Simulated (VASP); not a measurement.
Crystal: SiPd3Pt.

```
Si Pd Pt
1.0
     3.99931    0.00000    0.00000
     0.00000    3.99931    0.00000
     0.00000    0.00000    3.99931
Si Pd Pt
1 3 1
Cartesian
  1.9997 1.9997 1.9997
  0.0000 1.9997 1.9997
  1.9997 0.0000 1.9997
  1.9997 1.9997 0.0000
  0.0000 0.0000 0.0000
```

```yaml
Program: VASP 6.6.1
Task: relaxation of cell and atoms
Functional: PBE
Potentials_or_basis: VASP PAW PBE potentials, release 64 (Si, Pd, Pt)
Cutoff: 600 eV
k_mesh: 4 × 4 × 4
Occupations: gaussian, width 0.1 eV
Spin: no spin polarisation
```

At the start: pressure 85.1 GPa; volume 12.79 Å³/atom.

Where does the relaxation end?

Over 5 steps the energy falls by 929.7 meV/atom and the volume is 17.65 Å³/atom (+37.9 %); space group Pm-3m (No. 221, to 0.05 Å).

Step by step:
| step | energy change (eV) | largest force (eV/Å) | pressure (GPa) | volume (Å³) |
| --- | --- | --- | --- | --- |
| 1 | 0.0000 | 0.0000 | 85.11 | 63.97 |
| 2 | 0.7909 | 0.0000 | -16.40 | 149.77 |
| 3 | -4.5925 | 0.0000 | -4.50 | 92.15 |
| 4 | -4.6382 | 0.0000 | -2.04 | 89.93 |
| 5 | -4.6487 | 0.0000 | 0.09 | 88.24 |

Final structure:
```cif
data_structure
_symmetry_space_group_name_H-M 'P 1'
_symmetry_Int_Tables_number 1
_cell_length_a 4.4520
_cell_length_b 4.4520
_cell_length_c 4.4520
_cell_angle_alpha 90.000
_cell_angle_beta 90.000
_cell_angle_gamma 90.000
_cell_volume 88.24
loop_
_atom_site_label
_atom_site_type_symbol
_atom_site_fract_x
_atom_site_fract_y
_atom_site_fract_z
_atom_site_occupancy
Si1 Si 0.50000 0.50000 0.50000 1
Pd1 Pd 0.00000 0.50000 0.50000 1
Pd2 Pd 0.50000 0.00000 0.50000 1
Pd3 Pd 0.50000 0.50000 0.00000 1
Pt1 Pt 0.00000 0.00000 0.00000 1
```

Caveat: the k points lie up to 0.35 Å⁻¹ apart in the final cell; the volume moved by over 15 % at a fixed basis, so the end points are rough.
